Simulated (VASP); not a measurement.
# Pt (Fd-3m) in VASP: settings compared, part 2 of 2

VASP 6.6.1. The steps go on from the part before.

## 3. Single point, PBE+D3(BJ)

Input file INCAR:

```
SYSTEM = Pt
PREC = Accurate ; ENCUT = 520
EDIFF = 1E-6 ; ISMEAR = -1
SIGMA = 0.05 ; LREAL = .FALSE.
LASPH = .TRUE. ; NELM = 80
ALGO = Normal ; ISIF = 2
LWAVE = .FALSE. ; LCHARG = .FALSE.
GGA = PE ; IVDW = 12
NBANDS = 17
```

Input file KPOINTS:

```
Automatic mesh
0
G
  14 14 14
  0 0 0
```

Input file POSCAR:

```
Pt
1.0
    0.0000000000      2.8877575196      2.8877575196
    2.8877575196      0.0000000000      2.8877575196
    2.8877575196      2.8877575196      0.0000000000
Pt
2
Direct
   -0.1250000000     -0.1250000000     -0.1250000000
    0.1250000000      0.1250000000      0.1250000000
```

Potentials or basis: VASP PAW PBE potentials, release 64 (Pt).

Started as:

```sh
$ cat potpaw_PBE.64/Pt/POTCAR > POTCAR
$ mpirun -np 1 vasp_std > vasp.out
```

OUTCAR:

```text
SYSTEM = Pt
   PREC = Accurate
   ENCUT = 520
   EDIFF = 1E-6
   ISMEAR = -1
   LREAL = .FALSE.
   LASPH = .TRUE.
   NELM = 80
   ISIF = 2
   GGA = PE
   IVDW = 12
 IVDW          = 12

 ion  position               nearest neighbor table
   1  0.875  0.875  0.875-   2 2.50   2 2.50   2 2.50   2 2.50
   2  0.125  0.125  0.125-   1 2.50   1 2.50   1 2.50   1 2.50

  LATTYP: Found a face centered cubic cell.
 ALAT       =     5.7755150392

  Lattice vectors:

 A1 = (   0.0000000000,   2.8877575196,   2.8877575196)
 A2 = (   2.8877575196,   0.0000000000,   2.8877575196)
 A3 = (   2.8877575196,   2.8877575196,   0.0000000000)

Analysis of symmetry for initial positions (statically):
=====================================================================
 Subroutine PRICEL returns:
 Original cell was already a primitive cell.

 Routine SETGRP: Setting up the symmetry group for a
 face centered cubic supercell.

 Subroutine GETGRP returns: Found 48 space group operations
 (whereof 12 operations were pure point group operations)
 out of a pool of 48 trial point group operations.

The static configuration has the point symmetry D_3d.
 The point group associated with its full space group is O_h .

Analysis of symmetry for dynamics (positions and initial velocities):
=====================================================================
 Subroutine PRICEL returns:
 Original cell was already a primitive cell.

 Routine SETGRP: Setting up the symmetry group for a
 face centered cubic supercell.

 Subroutine GETGRP returns: Found 48 space group operations
 (whereof 12 operations were pure point group operations)
 out of a pool of 48 trial point group operations.

The dynamic configuration has the point symmetry D_3d.
 The point group associated with its full space group is O_h .

 Subroutine INISYM returns: Found 48 space group operations
 (whereof 12 operations are pure point group operations),
 and found     1 'primitive' translations

----------------------------------------------------------------------------------------

                                     Primitive cell

  volume of cell :      48.1628

  direct lattice vectors                    reciprocal lattice vectors
     0.000000000  2.887757520  2.887757520    -0.173144731  0.173144731  0.173144731
     2.887757520  0.000000000  2.887757520     0.173144731 -0.173144731  0.173144731
     2.887757520  2.887757520  0.000000000     0.173144731  0.173144731 -0.173144731

  length of vectors
     4.083905849  4.083905849  4.083905849     0.299895472  0.299895472  0.299895472

  position of ions in fractional coordinates (direct lattice)
     0.875000000  0.875000000  0.875000000
     0.125000000  0.125000000  0.125000000

  ion indices of the primitive-cell ions
   primitive index   ion index
                 1           1
                 2           2

----------------------------------------------------------------------------------------

 KPOINTS: Automatic mesh

Automatic generation of k-mesh.
 Grid dimensions read from file:
 generate k-points for:   14   14   14

 Generating k-lattice:

  Cartesian coordinates                     Fractional coordinates (reciprocal lattice)
    -0.012367481  0.012367481  0.012367481     0.071428571  0.000000000  0.000000000
     0.012367481 -0.012367481  0.012367481     0.000000000  0.071428571  0.000000000
     0.012367481  0.012367481 -0.012367481     0.000000000  0.000000000  0.071428571

  Length of vectors
     0.021421105  0.021421105  0.021421105

  Shift w.r.t. Gamma in fractional coordinates (k-lattice)
     0.000000000  0.000000000  0.000000000

 Subroutine IBZKPT returns following result:
 ===========================================

 Found    104 irreducible k-points:

 Following reciprocal coordinates:
            Coordinates               Weight
  0.000000  0.000000  0.000000      1.000000
  0.071429  0.000000  0.000000      8.000000
  0.142857  0.000000  0.000000      8.000000
  0.214286  0.000000  0.000000      8.000000
  0.285714  0.000000  0.000000      8.000000
  0.357143  0.000000  0.000000      8.000000
[... 16 lines left out ...]
  0.214286  0.142857  0.000000     24.000000
  0.285714  0.142857  0.000000     24.000000
 [... further k-points ...]
   k-points           NKPTS =    104   k-points in BZ     NKDIM =    104   number of bands    NBANDS=     17
   number of dos      NEDOS =    301   number of ions     NIONS =      2
   total plane-waves  NPLWV =  27000
   dimension x,y,z NGX =    30 NGY =   30 NGZ =   30
   dimension x,y,z NGXF=    60 NGYF=   60 NGZF=   60
   ions per type =               2
   NGX,Y,Z   is equivalent  to a cutoff of  12.21, 12.21, 12.21 a.u.
   NGXF,Y,Z  is equivalent  to a cutoff of  24.42, 24.42, 24.42 a.u.
 SYSTEM =  Pt
   PREC   = accura    normal or accurate (medium, high low for compatibility)
   ISTART =      0    job   : 0-new  1-cont  2-samecut
   ICHARG =      2    charge: 1-file 2-atom 10-const
   ISPIN  =      1    spin polarized calculation?
   LNONCOLLINEAR =      F non collinear calculations
   LSORBIT =      F    spin-orbit coupling
   LASPH  =      T    aspherical Exc in radial PAW
   ENCUT  =  520.0 eV  38.22 Ry    6.18 a.u.   7.59  7.59  7.59*2*pi/ulx,y,z
   NELM   =     80;   NELMIN=  2; NELMDL= -5     # of ELM steps
   EDIFF  = 0.1E-05   stopping-criterion for ELM
   LREAL  =      F    real-space projection
   EDIFFG = 0.1E-04   stopping-criterion for IOM
   NSW    =      0    number of steps for IOM
   IBRION =     -1    ionic relax: 0-MD 1-quasi-New 2-CG
   NFREE  =      0    steps in history (QN), initial steepest desc. (CG)
   ISIF   =      2    stress and relaxation
   ISYM   =      2    0-nonsym 1-usesym 2-fastsym
   POTIM  = 0.5000    time-step for ionic-motion
   TEBEG  =    0.0;   TEEND  =   0.0 temperature during run
   PSTRESS=    0.0 pullay stress
   NELECT =      20.0000    total number of electrons
   NUPDOWN=      -1.0000    fix difference up-down
   EMIN   =  10.00;   EMAX   =-10.00  energy-range for DOS
   EFERMI =   0.00;   METHOD = LEGACY
   ISMEAR =    -1;   SIGMA  =   0.05  broadening in eV -4-tet -1-fermi 0-gaus
   EFERMI_NEDOS =   21; number of points for ismear=-14 and -15
   IALGO  =     38    algorithm
   IMIX   =      4    mixing-type and parameters
     AMIX     =   0.40;   BMIX     =  1.00
     AMIX_MAG =   1.60;   BMIX_MAG =  1.00
  volume/ion in A,a.u.               =      24.08       162.51
  Fermi-wavevector in a.u.,A,eV,Ry     =   1.221371  2.308056 20.296436  1.491746
  Thomas-Fermi vector in A             =   2.356555
   LORBIT       =      0    0 simple, 1 ext, 2 COOP (PROOUT), +10 PAW based schemes
   GGA     = PE    functional components
   LHFCALC =     F    Hartree Fock is set to
   AEXX    =    0.0000 exact exchange contribution
   IVDW    =    12    specifies the selected vdW correction
   LEPSILON=     F    determine dielectric tensor
   LRPA    =     F    only Hartree local field effects (RPA)
 non-spin polarized calculation
  energy-cutoff  :      520.00
  volume of cell :       48.16
 maximum number of plane-waves:      1317
   NGX = 15   NGY = 15   NGZ = 15

 number of electron      20.0000005 magnetization

 Free energy of the ion-electron system (eV)
  ---------------------------------------------------
  ext. energy  EPLUGINS =         0.00000000
  ---------------------------------------------------
  free energy    TOTEN  =       -10.07846078 eV

  energy without entropy =      -10.03216649  energy(sigma->0) =      -10.05531363

 E-fermi :   5.0280     XC(G=0): -10.4282

 val. band max:        5.0267934309   @ k =   0.1429   0.0714   0.0000
 cond. band min:       5.0283336172   @ k =  -0.2143   0.0714   0.0000
 fundamental gap:      0.0015401862
 Fermi energy:         5.0279719171

 k-point     1 :       0.0000    0.0000    0.0000
  band No.  band energies     occupation
      1      -1.9379      2.00000
      2       0.6057      2.00000
      3       0.6057      2.00000
      4       0.7560      2.00000
      5       0.7560      2.00000
      6       0.7560      2.00000
[... 9 lines left out ...]
     16      16.5521      0.00000
     17      17.4759      0.00000
[... 441 lines left out ...]
 k-point    24 :       0.2857    0.1429    0.0000
  band No.  band energies     occupation
      1      -0.9247      2.00000
      2       0.0972      2.00000
      3       0.6585      2.00000
      4       0.6710      2.00000
      5       1.0349      2.00000
      6       1.4882      2.00000
[... 9 lines left out ...]
     16      16.4241      0.00000
     17      18.9445      0.00000

 [... further k-points ...]

------------------------ aborting loop because EDIFF is reached ----------------------------------------

 Edisp (eV)   -1.00918

 E8    (eV) :    -0.4681

  FORCE on cell =-STRESS in cart. coord.  units (eV):
  Direction    XX          YY          ZZ          XY          YZ          ZX
  --------------------------------------------------------------------------------------
  -------------------------------------------------------------------------------------
  Total      -1.18926    -1.18926    -1.18926    -0.00000    -0.00000     0.00000
  in kB     -39.56177   -39.56177   -39.56177    -0.00000    -0.00000     0.00000
  external pressure =      -39.56 kB  Pullay stress =        0.00 kB

 VOLUME and BASIS-vectors are now :
 -----------------------------------------------------------------------------
  energy-cutoff  :      520.00
  volume of cell :       48.16
      direct lattice vectors                 reciprocal lattice vectors
     0.000000000  2.887757520  2.887757520    -0.173144731  0.173144731  0.173144731
     2.887757520  0.000000000  2.887757520     0.173144731 -0.173144731  0.173144731
     2.887757520  2.887757520  0.000000000     0.173144731  0.173144731 -0.173144731

 POSITION                                       TOTAL-FORCE (eV/Angst)
 -----------------------------------------------------------------------------------
      5.05358      5.05358      5.05358         0.000000     -0.000000      0.000000
      0.72194      0.72194      0.72194        -0.000000      0.000000     -0.000000
 -----------------------------------------------------------------------------------
    total drift:                               -0.000000      0.000000      0.000000

  FREE ENERGIE OF THE ION-ELECTRON SYSTEM (eV)
  ---------------------------------------------------
  free  energy   TOTEN  =       -11.0876430719 eV

  energy  without entropy=      -11.0413487809  energy(sigma->0) =      -11.06449593
```

OSZICAR:

```text
N       E                     dE             d eps       ncg     rms          rms(c)
DAV:   1     0.944578065813E+02    0.94458E+02   -0.97438E+03  3536   0.107E+03
DAV:   2    -0.878801253369E+01   -0.10325E+03   -0.97291E+02  3962   0.217E+02
DAV:   3    -0.107952563508E+02   -0.20072E+01   -0.19832E+01  4372   0.302E+01
DAV:   4    -0.108104953362E+02   -0.15239E-01   -0.15236E-01  4045   0.271E+00
DAV:   5    -0.108107603004E+02   -0.26496E-03   -0.26496E-03  4455   0.379E-01    0.122E+01
DAV:   6    -0.101204424024E+02    0.69032E+00   -0.20744E+00  4014   0.102E+01    0.730E+00
DAV:   7    -0.100877574832E+02    0.32685E-01   -0.44024E-02  4118   0.145E+00    0.374E+00
DAV:   8    -0.100784326421E+02    0.93248E-02   -0.71899E-03  3755   0.515E-01    0.994E-02
DAV:   9    -0.100784439605E+02   -0.11318E-04   -0.29734E-04  4031   0.118E-01    0.595E-02
DAV:  10    -0.100784612812E+02   -0.17321E-04   -0.31108E-05  4357   0.395E-02    0.102E-02
DAV:  11    -0.100784607770E+02    0.50421E-06   -0.28186E-07  2766   0.401E-03
   1 F= -.11087643E+02 E0= -.11064496E+02  d E =-.462943E-01
```

Wall time 55 s (1 thread of Intel Xeon Platinum 8375C at 2.90GHz (Ice Lake), shared host); peak memory 0.22 GiB.

What came out:

| Quantity | Value |
| --- | --- |
| Free energy | -11.0876 eV |
| Pressure | -4.0 GPa |
| Band gap on the k mesh | zero (band 10 reaches 5.22 eV, above the bottom of band 11 at 4.62 eV) |
| Dispersion energy per atom | -0.505 eV |

Caveat: three body term missing; spin-orbit coupling is left out, which moves the levels of the heavy elements; pairwise dispersion overbinds metals, which lowers pressure and volume.

## 4. Single point, PBE (volume scaled by 0.45)

Input file INCAR:

```
ALGO = Normal
EDIFF = 1E-6
ENCUT = 520
GGA = PE
ISIF = 2
ISMEAR = -1
LASPH = T
LCHARG = F
LREAL = F
LWAVE = F
NBANDS = 17
NELM = 60
PREC = Accurate
SIGMA = 0.05
```

Input file KPOINTS:

```
k-points
0
Gamma
  14 14 14
```

Input file POSCAR:

```
Pt
1.0
    0.0000000000      2.2129158258      2.2129158258
    2.2129158258      0.0000000000      2.2129158258
    2.2129158258      2.2129158258      0.0000000000
Pt
2
Direct
   -0.1250000000     -0.1250000000     -0.1250000000
    0.1250000000      0.1250000000      0.1250000000
```

Started as:

```sh
$ cat potpaw_PBE.64/Pt/POTCAR > POTCAR
$ mpirun -np 1 vasp_std > vasp.out
```

Wall time 20 s (1 thread of Intel Xeon Platinum 8259CL at 2.50GHz (Skylake/Cascade Lake), shared host); peak memory 0.16 GiB.

The run converged. Its results:

- Free energy: 13.9045 eV
- Pressure: 582.7 GPa
- Band gap on the k mesh: zero (band 10 reaches 21.55 eV, above the bottom of band 11 at 19.62 eV)

Levels at points of the mesh, in eV from the Fermi level:
```tsv
k point	band 7	band 8	band 9	band 10	band 11	band 12	band 13	band 14
(0.00, 0.00, 0.00)	-5.48	-5.48	-5.48	0.91	0.91	10.76	11.82	11.82
(0.50, 0.00, 0.00)	-4.98	-3.35	-3.35	-1.02	-1.02	1.19	8.79	14.57
(0.50, 0.50, 0.00)	-6.57	-6.57	-0.53	-0.53	1.97	1.97	3.97	3.97
```

Caveat: spin-orbit coupling is left out, which moves the levels of the heavy elements.

## 5. Single point, PBE (volume scaled by 0.45, partial waves polarizable)

Input file INCAR:

```
SYSTEM = Pt
  PREC = Accurate
  ENCUT = 520
  EDIFF = 1E-7
  ISMEAR = -1
  SIGMA = 0.05
  LREAL = .FALSE.
  LASPH = .TRUE.
  NELM = 60
  ALGO = Normal
  ISIF = 2
  LWAVE = .FALSE.
  LCHARG = .TRUE.
  GGA = PE
  LELF = .TRUE.
  LVHAR = .TRUE.
  NBANDS = 17
```

Input file KPOINTS:

```
Automatic mesh
0
G
  14 14 14
  0 0 0
```

POSCAR is that of step 4.

Started as:

```sh
$ cat potpaw_PBE.64/Pt/POTCAR > POTCAR
$ mpirun -np 1 vasp_std > vasp.out
```

Run time: 27 s. Hardware: 1 thread of Intel Xeon Platinum 8259CL at 2.50GHz (Skylake/Cascade Lake), shared host; peak memory 0.16 GiB.

Results (log left out):

- Free energy: 13.9045 eV
- Pressure: 582.7 GPa
- Band gap on the k mesh: zero (band 10 reaches 21.55 eV, above the bottom of band 11 at 19.62 eV)

Levels at points of the mesh, in eV from the Fermi level:
| k point | band 7 | band 8 | band 9 | band 10 | band 11 | band 12 | band 13 | band 14 |
| --- | --- | --- | --- | --- | --- | --- | --- | --- |
| (0.00, 0.00, 0.00) | -5.48 | -5.48 | -5.48 | 0.91 | 0.91 | 10.76 | 11.82 | 11.82 |
| (0.50, 0.00, 0.00) | -4.98 | -3.35 | -3.35 | -1.02 | -1.02 | 1.19 | 8.79 | 14.57 |
| (0.50, 0.50, 0.00) | -6.57 | -6.57 | -0.53 | -0.53 | 1.97 | 1.97 | 3.97 | 3.97 |

Caveat: spin-orbit coupling is left out, which moves the levels of the heavy elements.

## 6. Single point, PBE (volume scaled by 0.52)

Input file INCAR:

```
SYSTEM = Pt
PREC = Accurate
ENCUT = 520
EDIFF = 1E-6
ISMEAR = -1
SIGMA = 0.05
LREAL = .False.
LASPH = .True.
NELM = 100
ALGO = Normal
ISIF = 2
LWAVE = .False.
LCHARG = .False.
GGA = PE
NBANDS = 17
```

Input file KPOINTS:

```
Automatic mesh
0
Gamma
  14 14 14
  0 0 0
```

Input file POSCAR:

```
Pt
1.0
    0.0000000000      2.3221762087      2.3221762087
    2.3221762087      0.0000000000      2.3221762087
    2.3221762087      2.3221762087      0.0000000000
Pt
2
Direct
   -0.1250000000     -0.1250000000     -0.1250000000
    0.1250000000      0.1250000000      0.1250000000
```

Potentials or basis: VASP PAW PBE potentials, release 64 (Pt).

Started as:

```sh
$ cat potpaw_PBE.64/Pt/POTCAR > POTCAR
$ mpirun -np 1 vasp_std > vasp.out
```

Wall time 27 s (1 thread of Intel Xeon Platinum 8259CL at 2.50GHz (Skylake/Cascade Lake), shared host); peak memory 0.16 GiB.

Results (log left out):

| Quantity | Value |
| --- | --- |
| Free energy | 4.1760 eV |
| Pressure | 359.7 GPa |
| Band gap on the k mesh | zero (band 10 reaches 17.46 eV, above the bottom of band 11 at 16.03 eV) |

Levels at points of the mesh, in eV from the Fermi level:
```tsv
k point	band 8	band 9	band 10	band 11	band 12	band 13
(0.00, 0.00, 0.00)	-4.62	-4.62	0.51	0.51	11.28	12.32
(0.50, 0.00, 0.00)	-3.04	-3.04	-0.87	-0.87	1.10	9.05
(0.50, 0.50, 0.00)	-6.26	-0.38	-0.38	1.83	1.83	3.72
```

Caveat: spin-orbit coupling is left out, which moves the levels of the heavy elements.

## 7. Summary

```csv
level,cell,gap on the mesh (eV),pressure (GPa)
PBE,"a = 4.084 Å, angles 60.0°, 2 atoms",none,-0.4
PBE+D3(BJ),"a = 4.084 Å, angles 60.0°, 2 atoms",none,-4.0
PBE,"a = 3.130 Å, angles 60.0°, 2 atoms",none,582.7
PBE,"a = 3.284 Å, angles 60.0°, 2 atoms",none,359.7
```

Alike in all rows: task single point; potentials or basis VASP PAW PBE potentials, release 64 (Pt); no spin polarisation; k mesh 14 × 14 × 14; cutoff (eV) 520; smearing fermi-dirac 0.05 eV.

Caveats: spin-orbit coupling is left out, which moves the levels of the heavy elements; three body term missing (some runs); pairwise dispersion overbinds metals, which lowers pressure and volume (some runs).

Absolute energies hang on the potentials; compare differences alone.
